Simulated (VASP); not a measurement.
# C (Cmme) in VASP: further runs, part 2 of 2

VASP 6.6.1.

**3. Single point, PBEsol**

The input, INCAR:

```
SYSTEM = C
PREC = Accurate ; ENCUT = 520
EDIFF = 1E-7 ; ISMEAR = 1
SIGMA = 0.1 ; LREAL = .False.
LASPH = .True. ; NELM = 80
ALGO = Normal ; ISIF = 2
LWAVE = .False. ; LCHARG = .False.
GGA = PS ; NBANDS = 16
```

The input, KPOINTS:

```
Automatic mesh
0
Gamma
  5 5 2
  0 0 0
```

The input, POSCAR:

```
C
1.0
    1.2280480000     -2.1270620000      0.0000000000
    1.2280480000      2.1270620000      0.0000000000
    0.0000000000      0.0000000000      7.1732680000
C
4
Direct
    0.0833790000      0.9166210000      0.7531380000
    0.5833790000      0.4166210000      0.2468620000
    0.9166210000      0.0833790000      0.2468620000
    0.4166210000      0.5833790000      0.7531380000
```

Potentials or basis: VASP PAW PBE potentials, release 64 (C).

Launch:

```sh
cat potpaw_PBE.64/C/POTCAR > POTCAR
mpirun -np 1 vasp_std > vasp.out
```

OUTCAR:

```text
SYSTEM = C
   PREC = Accurate
   ENCUT = 520
   EDIFF = 1E-7
   ISMEAR = 1
   LREAL = .False.
   LASPH = .True.
   NELM = 80
   ISIF = 2
   GGA = PS

 ion  position               nearest neighbor table
   1  0.083  0.917  0.753-   4 1.42   4 1.42   4 1.42
   2  0.583  0.417  0.247-   3 1.42   3 1.42   3 1.42
   3  0.917  0.083  0.247-   2 1.42   2 1.42   2 1.42
   4  0.417  0.583  0.753-   1 1.42   1 1.42   1 1.42

  LATTYP: Found a hexagonal cell.
 ALAT       =     2.4561137274
 C/A-ratio  =     2.9205764863

  Lattice vectors:

 A1 = (   1.2280480000,  -2.1270620000,   0.0000000000)
 A2 = (   1.2280480000,   2.1270620000,   0.0000000000)
 A3 = (   0.0000000000,   0.0000000000,   7.1732680000)

Analysis of symmetry for initial positions (statically):
=====================================================================
 Subroutine PRICEL returns:
 Original cell was already a primitive cell.

 Routine SETGRP: Setting up the symmetry group for a
 hexagonal supercell.

 Subroutine GETGRP returns: Found  8 space group operations
 (whereof  4 operations were pure point group operations)
 out of a pool of 24 trial point group operations.

The static configuration has the point symmetry C_2h.
 The point group associated with its full space group is D_2h.

Analysis of symmetry for dynamics (positions and initial velocities):
=====================================================================
 Subroutine PRICEL returns:
 Original cell was already a primitive cell.

 Routine SETGRP: Setting up the symmetry group for a
 hexagonal supercell.

 Subroutine GETGRP returns: Found  8 space group operations
 (whereof  4 operations were pure point group operations)
 out of a pool of 24 trial point group operations.

The dynamic configuration has the point symmetry C_2h.
 The point group associated with its full space group is D_2h.

 Subroutine INISYM returns: Found  8 space group operations
 (whereof  4 operations are pure point group operations),
 and found     1 'primitive' translations

----------------------------------------------------------------------------------------

                                     Primitive cell

  volume of cell :      37.4751

  direct lattice vectors                    reciprocal lattice vectors
     1.228048000 -2.127062000  0.000000000     0.407150209 -0.235066021  0.000000000
     1.228048000  2.127062000  0.000000000     0.407150209  0.235066021  0.000000000
     0.000000000  0.000000000  7.173268000     0.000000000  0.000000000  0.139406474

  length of vectors
     2.456113727  2.456113727  7.173268000     0.470135435  0.470135435  0.139406474

  position of ions in fractional coordinates (direct lattice)
     0.083379000  0.916621000  0.753138000
     0.583379000  0.416621000  0.246862000
     0.916621000  0.083379000  0.246862000
     0.416621000  0.583379000  0.753138000

  ion indices of the primitive-cell ions
   primitive index   ion index
                 1           1
                 2           2
                 3           3
[... 21 lines left out ...]
     0.000000000  0.000000000  0.000000000

 Subroutine IBZKPT returns following result:
 ===========================================

 Found     18 irreducible k-points:

 Following reciprocal coordinates:
            Coordinates               Weight
  0.000000  0.000000  0.000000      1.000000
  0.200000  0.000000  0.000000      4.000000
 -0.200000  0.200000  0.000000      2.000000
  0.400000  0.000000  0.000000      4.000000
 -0.400000  0.400000  0.000000      2.000000
  0.200000  0.200000  0.000000      2.000000
[... 10 lines left out ...]
  0.400000  0.200000  0.500000      4.000000
  0.400000  0.400000  0.500000      2.000000
   k-points           NKPTS =     18   k-points in BZ     NKDIM =     18   number of bands    NBANDS=     16
   number of dos      NEDOS =    301   number of ions     NIONS =      4
   total plane-waves  NPLWV =  17496
   dimension x,y,z NGX =    18 NGY =   18 NGZ =   54
   dimension x,y,z NGXF=    36 NGYF=   36 NGZF=  108
   ions per type =               4
   NGX,Y,Z   is equivalent  to a cutoff of  12.18, 12.18, 12.51 a.u.
   NGXF,Y,Z  is equivalent  to a cutoff of  24.37, 24.37, 25.03 a.u.
 SYSTEM =  C
   PREC   = accura    normal or accurate (medium, high low for compatibility)
   ISTART =      0    job   : 0-new  1-cont  2-samecut
   ICHARG =      2    charge: 1-file 2-atom 10-const
   ISPIN  =      1    spin polarized calculation?
   LNONCOLLINEAR =      F non collinear calculations
   LSORBIT =      F    spin-orbit coupling
   LASPH  =      T    aspherical Exc in radial PAW
   ENCUT  =  520.0 eV  38.22 Ry    6.18 a.u.   4.57  4.57 13.34*2*pi/ulx,y,z
   NELM   =     80;   NELMIN=  2; NELMDL= -5     # of ELM steps
   EDIFF  = 0.1E-06   stopping-criterion for ELM
   LREAL  =      F    real-space projection
   EDIFFG = 0.1E-05   stopping-criterion for IOM
   NSW    =      0    number of steps for IOM
   IBRION =     -1    ionic relax: 0-MD 1-quasi-New 2-CG
   NFREE  =      0    steps in history (QN), initial steepest desc. (CG)
   ISIF   =      2    stress and relaxation
   ISYM   =      2    0-nonsym 1-usesym 2-fastsym
   POTIM  = 0.5000    time-step for ionic-motion
   TEBEG  =    0.0;   TEEND  =   0.0 temperature during run
   PSTRESS=    0.0 pullay stress
   NELECT =      16.0000    total number of electrons
   NUPDOWN=      -1.0000    fix difference up-down
   EMIN   =  10.00;   EMAX   =-10.00  energy-range for DOS
   EFERMI =   0.00;   METHOD = LEGACY
   ISMEAR =     1;   SIGMA  =   0.10  broadening in eV -4-tet -1-fermi 0-gaus
   EFERMI_NEDOS =   21; number of points for ismear=-14 and -15
   IALGO  =     38    algorithm
   IMIX   =      4    mixing-type and parameters
     AMIX     =   0.40;   BMIX     =  1.00
     AMIX_MAG =   1.60;   BMIX_MAG =  1.00
  volume/ion in A,a.u.               =       9.37        63.22
  Fermi-wavevector in a.u.,A,eV,Ry     =   1.232728  2.329518 20.675667  1.519619
  Thomas-Fermi vector in A             =   2.367487
   LORBIT       =      0    0 simple, 1 ext, 2 COOP (PROOUT), +10 PAW based schemes
   GGA     = PS    functional components
   LHFCALC =     F    Hartree Fock is set to
   AEXX    =    0.0000 exact exchange contribution
   IVDW    =     0    specifies the selected vdW correction
   LEPSILON=     F    determine dielectric tensor
   LRPA    =     F    only Hartree local field effects (RPA)
 non-spin polarized calculation
 Methfessel and Paxton  Order N= 1 SIGMA  =   0.10
  energy-cutoff  :      520.00
  volume of cell :       37.48
 maximum number of plane-waves:      1028
 NGX is ok and might be reduce to    18
   NGX =  9   NGY =  9   NGZ = 27

 number of electron      15.9999996 magnetization

 Free energy of the ion-electron system (eV)
  ---------------------------------------------------
  ext. energy  EPLUGINS =         0.00000000
  ---------------------------------------------------
  free energy    TOTEN  =       -38.52941078 eV

  energy without entropy =      -38.52964269  energy(sigma->0) =      -38.52948808

 E-fermi :   3.1799     XC(G=0): -10.0918

 val. band max:        3.0956854642   @ k =   0.4000   0.4000   0.0000
 cond. band min:       5.1045720100   @ k =   0.4000   0.4000   0.0000
 fundamental gap:      2.0088865458
 Fermi energy:         3.1798736860

 k-point     1 :       0.0000    0.0000    0.0000
  band No.  band energies     occupation
      1     -15.5460      2.00000
      2     -15.3649      2.00000
      3      -4.2886      2.00000
      4      -2.8716      2.00000
      5       1.1167      2.00000
      6       1.1227      2.00000
[... 319 lines left out ...]
      3      -8.6187      2.00000
      4      -8.6089      2.00000
      5      -4.7676      2.00000
      6      -4.7607      2.00000
[... 8 lines left out ...]
     15      17.2269      0.00000
     16      17.2891      0.00000

------------------------ aborting loop because EDIFF is reached ----------------------------------------

  FORCE on cell =-STRESS in cart. coord.  units (eV):
  Direction    XX          YY          ZZ          XY          YZ          ZX
  --------------------------------------------------------------------------------------
  -------------------------------------------------------------------------------------
  Total        0.5860944      0.6591282      0.0046105      0.0000000      0.0000000      0.0000000
  in kB       25.0573773     28.1798010      0.1971138      0.0000000      0.0000000      0.0000000
  external PRESSURE =      17.8114307 kB  Pullay stress =       0.0000000 kB

 VOLUME and BASIS-vectors are now :
 -----------------------------------------------------------------------------
  energy-cutoff  :      520.00
  volume of cell :       37.48
      direct lattice vectors                 reciprocal lattice vectors
     1.228048000 -2.127062000  0.000000000     0.407150209 -0.235066021  0.000000000
     1.228048000  2.127062000  0.000000000     0.407150209  0.235066021  0.000000000
     0.000000000  0.000000000  7.173268000     0.000000000  0.000000000  0.139406474

 POSITION                                       TOTAL-FORCE (eV/Angst)
 -----------------------------------------------------------------------------------
      1.22805      1.77236      5.40246         0.000000      0.059486     -0.003540
      1.22805     -0.35470      1.77081         0.000000      0.059486      0.003540
      1.22805     -1.77236      1.77081         0.000000     -0.059486      0.003540
      1.22805      0.35470      5.40246         0.000000     -0.059486     -0.003540
 -----------------------------------------------------------------------------------
    total drift:                                0.000000     -0.000000      0.000000

  FREE ENERGIE OF THE ION-ELECTRON SYSTEM (eV)
  ---------------------------------------------------
  free  energy   TOTEN  =       -38.5294107783 eV

  energy  without entropy=      -38.5296426945  energy(sigma->0) =      -38.52948808
```

OSZICAR:

```text
N       E                     dE             d eps       ncg     rms          rms(c)
DAV:   1     0.362829068391E+02    0.36283E+02   -0.79869E+03   576   0.923E+02
DAV:   2    -0.380840063054E+02   -0.74367E+02   -0.68166E+02   824   0.190E+02
DAV:   3    -0.409752377307E+02   -0.28912E+01   -0.28789E+01   728   0.355E+01
DAV:   4    -0.409997619173E+02   -0.24524E-01   -0.24519E-01   712   0.395E+00
DAV:   5    -0.410001742163E+02   -0.41230E-03   -0.41229E-03   736   0.474E-01    0.913E+00
DAV:   6    -0.391253408019E+02    0.18748E+01   -0.12580E+00   632   0.702E+00    0.530E+00
DAV:   7    -0.385237514384E+02    0.60159E+00   -0.15579E+00   688   0.790E+00    0.137E+00
DAV:   8    -0.385306032606E+02   -0.68518E-02   -0.66928E-02   640   0.158E+00    0.275E-01
DAV:   9    -0.385291907635E+02    0.14125E-02   -0.20358E-03   744   0.305E-01    0.973E-02
DAV:  10    -0.385294155250E+02   -0.22476E-03   -0.74507E-04   600   0.164E-01    0.703E-02
DAV:  11    -0.385294094122E+02    0.61128E-05   -0.26064E-05   688   0.333E-02    0.152E-02
DAV:  12    -0.385294107371E+02   -0.13248E-05   -0.15547E-06   616   0.920E-03    0.410E-03
DAV:  13    -0.385294107783E+02   -0.41269E-07   -0.41284E-07   616   0.492E-03
   1 F= -.38529411E+02 E0= -.38529488E+02  d E =0.231916E-03
```

stdout:

```text
POSCAR found type information on POSCAR C
 POSCAR found :  1 types and       4 ions
 scaLAPACK will be used
 -----------------------------------------------------------------------------
|                                                                             |
|                                                                             |
|     You enforced a specific xc type in the INCAR file but a different       |
|     I HOPE YOU KNOW WHAT YOU ARE DOING!                                     |
|                                                                             |
 -----------------------------------------------------------------------------

 LDA part: xc-table for (Slater+PW92), standard interpolation
 POSCAR, INCAR and KPOINTS ok, starting setup
 FFT: planning ... GRIDC
 FFT: planning ... GRID_SOFT
 FFT: planning ... GRID
 WAVECAR not read
 entering main loop
```

It took 16 s on 1 thread of AMD EPYC 9R45, shared host; peak memory 0.11 GiB.

What came out:

| Quantity | Value |
| --- | --- |
| Free energy | -38.5294 eV |
| Pressure | 1.8 GPa |
| Largest force | 0.060 eV/Å |
| Band gap on the k mesh | 2.01 eV |

Forces on the atoms (eV/Å):
```
C    0.000  0.059 -0.004
C    0.000  0.059  0.004
C    0.000 -0.059  0.004
C    0.000 -0.059 -0.004
```

Caveat: the k points lie up to 0.59 Å⁻¹ apart; the PAW data sets were made with another functional, which shifts forces and pressure a little; this functional lacks dispersion, which binds the layers, so the pressure and a relaxed spacing across them are unreliable. A k mesh can miss the band edges.
